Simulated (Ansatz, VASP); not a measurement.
## Ge: VASP beside Ansatz

The input INCAR:

```
PREC = Accurate
ENCUT = 410
EDIFF = 1E-6
ISMEAR = -1
SIGMA = 0.1
LREAL = False
LASPH = True
NELM = 200
ALGO = Normal
ISIF = 2
LWAVE = False
LCHARG = False
ISPIN = 2
MAGMOM = 2
LORBIT = 11
GGA = PE
NBANDS = 17
GGA_COMPAT = False
```

Contents of KPOINTS:

```
Automatic mesh
0
Gamma
  1 1 1
```

Contents of POSCAR:

```
Ge
1.0
    8.5000000000      0.0000000000      0.0000000000
    0.0000000000      8.8000000000      0.0000000000
    0.0000000000      0.0000000000      9.1000000000
Ge
1
Direct
    0.4971418800      0.4995104700      0.4994089500
```

Input for Ansatz:

```yaml
crystal:
  lattice:
    - [8.5, 0.0, 0.0]
    - [0.0, 8.8, 0.0]
    - [0.0, 0.0, 9.1]
  atoms:
    - { symbol: Ge, position: [0.49714188, 0.49951047, 0.49940895], spin: 2 }
kpoints:
  mp_grid: { grid: [1, 1, 1] }
hamiltonian:
  xc: pbe
  pseudopotentials: { kind: paw }
output:
  forces: true
magnetization:
  spin_polarized: true
scf:
  occupations: { method: fermi_dirac, width: 0.1 }
  convergence: { dr2_threshold: 1.0e-09 }
```

Alike in both runs: task single point; functional PBE; k mesh 1 × 1 × 1; occupations fermi-dirac, width 0.1 eV; collinear spin.

|  | VASP | Ansatz |
| --- | --- | --- |
| version | VASP 6.6.1 | Ansatz 0.2 development build |
| potentials or method | VASP PAW PBE potentials, release 64 (Ge_d) | PAW hard, scalar-relativistic |
| plane-wave cutoff (eV) | 410 | 820 |

```csv
,VASP,Ansatz,Ansatz less VASP
net moment per atom (μB),2.00,2.00,0.000
size of the moment on the site where the two differ most (μB),0.77,1.99,+1.224
```

Site moments also hang on the region over which each program counts them. Ansatz's warnings: open shared shell at semilocal close.
